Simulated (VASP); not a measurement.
# Ti (I4/mmm) in VASP: further runs

The runs below take Ti through electric field gradients, with LDA.

Everything below comes from runs of VASP 6.6.1. Logs are shortened: lines on timing, memory, paths and dates and some standing lists are left out, and cuts for length are marked.

## 1. The cell of the first run

It takes space group I4/mmm (No. 139, tetragonal). The conventional cell has a = 2.813 Å, b = 2.813 Å, c = 4.060 Å, α = 90.00°, β = 90.00°, γ = 90.00°. Within 3.7 Å of Ti (site symmetry 4/mmm) lie 12 Ti at 2.81 to 2.84 Å.

## 2. Electric field gradients, LDA (equal xx and yy strain of -2 %)

The input, INCAR:

```
PREC = Accurate
ENCUT = 400
EDIFF = 1E-8
ISMEAR = -1
SIGMA = 0.05
LREAL = False
LASPH = True
NELM = 120
ALGO = Normal
ISIF = 2
LWAVE = False
LCHARG = False
GGA = CA
LEFG = True
NBANDS = 12
GGA_COMPAT = False
```

The input, KPOINTS:

```
Automatic mesh
0
Gamma
  15 15 15
```

The input, POSCAR:

```
Ti
1.0
    0.0000000000      1.9894000000      2.0300000000
    1.9894000000      0.0000000000      2.0300000000
    1.9894000000      1.9894000000      0.0000000000
Ti
1
Direct
    0.0000000000      0.0000000000      0.0000000000
```

Potentials or basis: VASP PAW LDA potentials, release 64 (Ti_sv).

Run with:

```
$ cat potpaw_LDA.64/Ti_sv/POTCAR > POTCAR
$ mpirun -np 1 vasp_std > vasp.out
```

OUTCAR:

```text
PREC = Accurate
   ENCUT = 400
   EDIFF = 1E-8
   ISMEAR = -1
   LREAL = False
   LASPH = True
   NELM = 120
   ISIF = 2
   GGA = CA

 ion  position               nearest neighbor table
   1  0.000  0.000  0.000-

  LATTYP: Found a body centered tetragonal cell.
 ALAT       =     2.8134364610
 C/A-ratio  =     1.4430750636

  Lattice vectors:

 A1 = (  -1.9894000000,   0.0000000000,   2.0300000000)
 A2 = (   1.9894000000,   0.0000000000,   2.0300000000)
 A3 = (   0.0000000000,   1.9894000000,  -2.0300000000)

Analysis of symmetry for initial positions (statically):
=====================================================================
 Subroutine PRICEL returns:
 Original cell was already a primitive cell.

 Routine SETGRP: Setting up the symmetry group for a
 body centered tetragonal supercell.

 Subroutine GETGRP returns: Found 16 space group operations
 (whereof 16 operations were pure point group operations)
 out of a pool of 16 trial point group operations.

The static configuration has the point symmetry D_4h.

Analysis of symmetry for dynamics (positions and initial velocities):
=====================================================================
 Subroutine PRICEL returns:
 Original cell was already a primitive cell.

 Routine SETGRP: Setting up the symmetry group for a
 body centered tetragonal supercell.

 Subroutine GETGRP returns: Found 16 space group operations
 (whereof 16 operations were pure point group operations)
 out of a pool of 16 trial point group operations.

The dynamic configuration has the point symmetry D_4h.

 Subroutine INISYM returns: Found 16 space group operations
 (whereof 16 operations are pure point group operations),
 and found     1 'primitive' translations

----------------------------------------------------------------------------------------

                                     Primitive cell

  volume of cell :      16.0683

  direct lattice vectors                    reciprocal lattice vectors
     0.000000000  1.989400000  2.030000000    -0.251332060  0.251332060  0.246305419
     1.989400000  0.000000000  2.030000000     0.251332060 -0.251332060  0.246305419
     1.989400000  1.989400000  0.000000000     0.251332060  0.251332060 -0.246305419

  length of vectors
     2.842289985  2.842289985  2.813436461     0.432437242  0.432437242  0.432437242

  position of ions in fractional coordinates (direct lattice)
     0.000000000  0.000000000  0.000000000

  ion indices of the primitive-cell ions
   primitive index   ion index
                 1           1

----------------------------------------------------------------------------------------

 KPOINTS: Automatic mesh

Automatic generation of k-mesh.
 Grid dimensions read from file:
 generate k-points for:   15   15   15

 Generating k-lattice:

  Cartesian coordinates                     Fractional coordinates (reciprocal lattice)
    -0.016755471  0.016755471  0.016420361     0.066666667  0.000000000  0.000000000
     0.016755471 -0.016755471  0.016420361     0.000000000  0.066666667  0.000000000
     0.016755471  0.016755471 -0.016420361     0.000000000  0.000000000  0.066666667

  Length of vectors
     0.028829149  0.028829149  0.028829149

  Shift w.r.t. Gamma in fractional coordinates (k-lattice)
     0.000000000  0.000000000  0.000000000

 Subroutine IBZKPT returns following result:
 ===========================================

 Found    288 irreducible k-points:

 Following reciprocal coordinates:
            Coordinates               Weight
  0.000000  0.000000  0.000000      1.000000
  0.066667 -0.000000  0.000000      8.000000
  0.133333  0.000000  0.000000      8.000000
  0.200000  0.000000  0.000000      8.000000
  0.266667  0.000000  0.000000      8.000000
  0.333333  0.000000  0.000000      8.000000
[... 16 lines left out ...]
  0.133333  0.133333  0.000000      2.000000
  0.200000  0.133333  0.000000      8.000000
 [... further k-points ...]
   k-points           NKPTS =    288   k-points in BZ     NKDIM =    288   number of bands    NBANDS=     12
   number of dos      NEDOS =    301   number of ions     NIONS =      1
   total plane-waves  NPLWV =   7200
   dimension x,y,z NGX =    20 NGY =   20 NGZ =   18
   dimension x,y,z NGXF=    40 NGYF=   40 NGZF=   36
   ions per type =               1
   NGX,Y,Z   is equivalent  to a cutoff of  11.70, 11.70, 10.64 a.u.
   NGXF,Y,Z  is equivalent  to a cutoff of  23.40, 23.40, 21.27 a.u.
 SYSTEM =  unknown system
   PREC   = accura    normal or accurate (medium, high low for compatibility)
   ISTART =      0    job   : 0-new  1-cont  2-samecut
   ICHARG =      2    charge: 1-file 2-atom 10-const
   ISPIN  =      1    spin polarized calculation?
   LNONCOLLINEAR =      F non collinear calculations
   LSORBIT =      F    spin-orbit coupling
   LASPH  =      T    aspherical Exc in radial PAW
   ENCUT  =  400.0 eV  29.40 Ry    5.42 a.u.   4.64  4.64  4.59*2*pi/ulx,y,z
   NELM   =    120;   NELMIN=  2; NELMDL= -5     # of ELM steps
   EDIFF  = 0.1E-07   stopping-criterion for ELM
   LREAL  =      F    real-space projection
   EDIFFG = 0.1E-06   stopping-criterion for IOM
   NSW    =      0    number of steps for IOM
   IBRION =     -1    ionic relax: 0-MD 1-quasi-New 2-CG
   NFREE  =      0    steps in history (QN), initial steepest desc. (CG)
   ISIF   =      2    stress and relaxation
   ISYM   =      2    0-nonsym 1-usesym 2-fastsym
   POTIM  = 0.5000    time-step for ionic-motion
   TEBEG  =    0.0;   TEEND  =   0.0 temperature during run
   PSTRESS=    0.0 pullay stress
   NELECT =      12.0000    total number of electrons
   NUPDOWN=      -1.0000    fix difference up-down
   EMIN   =  10.00;   EMAX   =-10.00  energy-range for DOS
   EFERMI =   0.00;   METHOD = LEGACY
   ISMEAR =    -1;   SIGMA  =   0.05  broadening in eV -4-tet -1-fermi 0-gaus
   EFERMI_NEDOS =   21; number of points for ismear=-14 and -15
   IALGO  =     38    algorithm
   IMIX   =      4    mixing-type and parameters
     AMIX     =   0.40;   BMIX     =  1.00
     AMIX_MAG =   1.60;   BMIX_MAG =  1.00
  volume/ion in A,a.u.               =      16.07       108.43
  Fermi-wavevector in a.u.,A,eV,Ry     =   1.485292  2.806795 30.015706  2.206092
  Thomas-Fermi vector in A             =   2.598722
   LORBIT       =      0    0 simple, 1 ext, 2 COOP (PROOUT), +10 PAW based schemes
   GGA     = CA    functional components
   LHFCALC =     F    Hartree Fock is set to
   AEXX    =    0.0000 exact exchange contribution
   IVDW    =     0    specifies the selected vdW correction
   LEPSILON=     F    determine dielectric tensor
   LRPA    =     F    only Hartree local field effects (RPA)
 non-spin polarized calculation
  energy-cutoff  :      400.00
  volume of cell :       16.07
 maximum number of plane-waves:       304
   NGX =  9   NGY =  9   NGZ =  9

 number of electron      12.0000002 magnetization

 Free energy of the ion-electron system (eV)
  ---------------------------------------------------
  ext. energy  EPLUGINS =         0.00000000
  ---------------------------------------------------
  free energy    TOTEN  =        -8.49812399 eV

  energy without entropy =       -8.48414673  energy(sigma->0) =       -8.49113536

 E-fermi :   8.8453     XC(G=0): -12.1625

 val. band max:        8.8443012159   @ k =   0.2667   0.0667   0.1333
 cond. band min:       8.8477188139   @ k =  -0.4667   0.1333   0.0667
 fundamental gap:      0.0034175980
 Fermi energy:         8.8452533251

 k-point     1 :       0.0000    0.0000    0.0000
  band No.  band energies     occupation
      1     -47.0520      2.00000
      2     -23.1881      2.00000
      3     -23.1818      2.00000
      4     -23.1818      2.00000
      5       2.6840      2.00000
      6       9.6118      0.00000
      7       9.7882      0.00000
      8       9.7882      0.00000
      9      11.4085      0.00000
     10      11.6187      0.00000
     11      24.6214      0.00000
     12      29.0463      0.00000

 k-point     2 :       0.0667   -0.0000    0.0000
  band No.  band energies     occupation
      1     -47.0448      2.00000
      2     -23.2241      2.00000
      3     -23.1913      2.00000
      4     -23.1862      2.00000
      5       2.8375      2.00000
      6       9.5884      0.00000
      7       9.7708      0.00000
      8       9.8460      0.00000
      9      11.3743      0.00000
     10      11.5767      0.00000
     11      24.7716      0.00000
     12      28.2517      0.00000
[... 316 lines left out ...]
 k-point    24 :       0.2000    0.1333    0.0000
  band No.  band energies     occupation
      1     -46.9924      2.00000
      2     -23.4369      2.00000
      3     -23.2548      2.00000
      4     -23.2517      2.00000
      5       3.9509      2.00000
      6       8.8026      1.40270
      7      10.2056      0.00000
      8      10.3568      0.00000
      9      10.7432      0.00000
     10      11.8699      0.00000
     11      25.4068      0.00000
     12      26.0223      0.00000

 [... further k-points ...]

------------------------ aborting loop because EDIFF is reached ----------------------------------------

  FORCE on cell =-STRESS in cart. coord.  units (eV):
  Direction    XX          YY          ZZ          XY          YZ          ZX
  --------------------------------------------------------------------------------------
  -------------------------------------------------------------------------------------
  Total       -0.1007505     -0.1007505     -0.1647584      0.0000000     -0.0000000      0.0000000
  in kB      -10.0458715    -10.0458715    -16.4281234      0.0000000     -0.0000000      0.0000000
  external PRESSURE =     -12.1732888 kB  Pullay stress =       0.0000000 kB

 VOLUME and BASIS-vectors are now :
 -----------------------------------------------------------------------------
  energy-cutoff  :      400.00
  volume of cell :       16.07
      direct lattice vectors                 reciprocal lattice vectors
     0.000000000  1.989400000  2.030000000    -0.251332060  0.251332060  0.246305419
     1.989400000  0.000000000  2.030000000     0.251332060 -0.251332060  0.246305419
     1.989400000  1.989400000  0.000000000     0.251332060  0.251332060 -0.246305419

 POSITION                                       TOTAL-FORCE (eV/Angst)
 -----------------------------------------------------------------------------------
      0.00000      0.00000      0.00000         0.000000     -0.000000      0.000000
 -----------------------------------------------------------------------------------
    total drift:                               -0.000000     -0.000000     -0.000000

  FREE ENERGIE OF THE ION-ELECTRON SYSTEM (eV)
  ---------------------------------------------------
  free  energy   TOTEN  =        -8.4981239907 eV

  energy  without entropy=       -8.4841467321  energy(sigma->0) =       -8.49113536

 Electric field gradients (V/A^2)
---------------------------------------------------------------------
 ion       V_xx      V_yy      V_zz      V_xy      V_xz      V_yz
---------------------------------------------------------------------
   1       1.020     1.020    -2.041     0.002    -0.001    -0.001
---------------------------------------------------------------------

 Electric field gradients after diagonalization (V/A^2)
 (convention: |V_zz| > |V_xx| > |V_yy|)
----------------------------------------------------------------------
 ion       V_xx      V_yy      V_zz     asymmetry (V_yy - V_xx)/ V_zz
----------------------------------------------------------------------
   1       1.022     1.018    -2.041       0.002
----------------------------------------------------------------------

           NMR quadrupolar parameters

 Cq : quadrupolar parameter    Cq=e*Q*V_zz/h
 eta: asymmetry parameters     (V_yy - V_xx)/ V_zz
 Q  : nuclear electric quadrupole moment in mb (millibarn)
----------------------------------------------------------------------
 ion       Cq(MHz)       eta       Q (mb)
----------------------------------------------------------------------
   1      -0.005       0.002       1.000
----------------------------------------------------------------------
```

It took 56 s on 1 thread of AMD EPYC 7R43 (Zen 3), shared host; peak memory 0.11 GiB.

What came out:

| Item | Value |
| --- | --- |
| Free energy | -8.4981 eV |
| Pressure | -1.2 GPa |
| Band gap on the k mesh | zero (bands 6 and 7 overlap by 1.13 eV) |
| Largest electric field gradient by atom | Ti -2.0 V/Å² |

Levels at points of the mesh, in eV from the Fermi level:
| k point | band 3 | band 4 | band 5 | band 6 | band 7 | band 8 | band 9 | band 10 |
| --- | --- | --- | --- | --- | --- | --- | --- | --- |
| (0.00, 0.00, 0.00) | -32.03 | -32.03 | -6.16 | 0.77 | 0.94 | 0.94 | 2.56 | 2.77 |

Electric field gradients, principal values (V/Å²):
```
atom  least  middle  greatest (by size)
1 Ti  1.018   1.022              -2.041
```

Caveat: the cell differs from its parent crystal (equal xx and yy strain of -2 %); without QUAD_EFG the Cq values of the log hold for a quadrupole moment of 1 mb, not for the nuclei.

[end of part 1 of 2]
